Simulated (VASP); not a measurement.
Input of a VASP 6.6.1 run:

Contents of INCAR:

```
PREC = Accurate
ENCUT = 600
EDIFF = 1E-6
ISMEAR = 0
SIGMA = 0.0362
LREAL = False
LASPH = True
NELM = 100
ALGO = Normal
ISIF = 3
LWAVE = False
LCHARG = False
GGA = RE
IBRION = 2
NSW = 60
EDIFFG = -0.01
```

Contents of KPOINTS:

```
regular mesh
0
Gamma
  6 6 6
```

Contents of POSCAR:

```
CsSe2N
1.0
    3.9573130000      0.0000000000      0.0000000000
   -1.9786570000      3.4271380000      0.0000000000
    0.0000000000     -2.2847560000      7.5433040000
Se N Cs
2 1 1
Direct
    0.2317900000      0.4635800000      0.6953700000
    0.7682100000      0.5364200000      0.3046300000
    0.5000000000      0.0000000000      0.5000000000
    0.0000000000      0.0000000000      0.0000000000
```

Potentials or basis: VASP PAW PBE potentials, release 64 (Se, N, Cs_sv).

Launch:

```sh
$ cat potpaw_PBE.64/Se/POTCAR potpaw_PBE.64/N/POTCAR potpaw_PBE.64/Cs_sv/POTCAR > POTCAR
$ mpirun -np 1 vasp_std > vasp.out
```

(1) Estimate the relaxed volume.

(2) Estimate the band gap on the k mesh.

## Answers

(1) 25.31 Å³/atom.

(2) zero (bands 13 and 14 overlap by 0.51 eV).

Caveat: the PAW data sets were made with another functional, which shifts forces and pressure a little; spin-orbit coupling is left out, which moves the levels of the heavy elements.
